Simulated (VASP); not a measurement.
Write the native input for VASP 6.6.1 that does the following.

```yaml
Task: single point
Functional: PBE
Potentials_or_basis: VASP PAW PBE potentials, release 64 (Mg, I)
Cutoff: 520 eV
k_mesh: 18 × 18 × 1
Occupations: gaussian, width 0.05 eV
Spin: no spin polarisation
Dipole_correction: no
Further_INCAR_settings: ALGO = Normal; EDIFF = 1e-06; NBANDS = 15
```

The structure of MgI2 (single layer cut from the bulk crystal) lies in POSCAR:

```
MgI2
1.0
    4.1537001200      0.0000000000      0.0000000000
   -2.0768500600      3.5972098200      0.0000000000
    0.0000000000      0.0000000000     16.3262858800
Mg I
1 2
Direct
    0.0000000000      0.0000000000      0.5000000000
    0.3333333300      0.6666666700      0.3981309700
    0.6666666700      0.3333333300      0.6018690300
```

The input as run:

INCAR

```
SYSTEM = MgI2
ALGO     = Normal         ! electronic algorithm
EDIFF    = 1E-6           ! SCF threshold, eV
ENCUT    = 520            ! plane-wave cutoff, eV
GGA      = PE             ! functional
ISIF     = 2              ! what is computed and relaxed
ISMEAR   = 0              ! smearing method
LASPH    = .True.         ! aspherical terms in the spheres
LCHARG   = .False.        ! write CHGCAR
LREAL    = .False.        ! projectors in reciprocal space
LWAVE    = .False.        ! write WAVECAR
NBANDS   = 15             ! bands
NELM     = 100            ! most SCF steps
PREC     = Accurate       ! precision mode
SIGMA    = 0.05           ! smearing width, eV
```

KPOINTS

```
k-points
0
Gamma
  18 18 1
  0 0 0
```

Potentials or basis: VASP PAW PBE potentials, release 64 (Mg, I).

The run is started by

```console
$ cat potpaw_PBE.64/Mg/POTCAR potpaw_PBE.64/I/POTCAR > POTCAR
$ mpirun -np 1 vasp_std > vasp.out
```

It gave:

| Property | Result |
| --- | --- |
| Largest force | 0.131 eV/Å |
| Band gap on the k mesh | 3.66 eV, indirect (least direct gap 4.09 eV) |

Caveat: spin-orbit coupling is left out, which moves the levels of the heavy elements.

Run time: 2.7 min on 1 thread of AMD EPYC 7R13 Processor (Zen 3), with other jobs on the host, peak memory 0.37 GiB.
